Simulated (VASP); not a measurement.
A run of VASP 6.6.1 is set up as follows.

File INCAR:

```
SYSTEM = Br
  ALGO = Normal
  EDIFF = 1E-6
  ENCUT = 520
  GGA = PE
  ISIF = 2
  ISMEAR = -1
  LASPH = .True.
  LCHARG = .True.
  LELF = .True.
  LREAL = .False.
  LVHAR = .True.
  LWAVE = .False.
  NBANDS = 10
  NELM = 100
  PREC = Accurate
  SIGMA = 0.1
```

File KPOINTS:

```
k-points
0
Gamma
  15 15 14
  0 0 0
```

The input POSCAR:

```
Br
1.0
    3.5825445782      0.0000000000      0.0000000000
   -1.7912722891      3.1025746150      0.0000000000
    0.0000000000      0.0000000000      2.5686394923
Br
1
Direct
    0.0000000000      0.0000000000      0.0000000000
```

Potentials or basis: VASP PAW PBE potentials, release 64 (Br).

The run is started by

```bash
$ cat potpaw_PBE.64/Br/POTCAR > POTCAR
$ mpirun -np 1 vasp_std > vasp.out
```

Question: Estimate the pressure.

Answer: 3.1 GPa.

Caveat: an odd number of electrons without spin polarisation forces a metal; a magnetic or distorted state may lie lower.
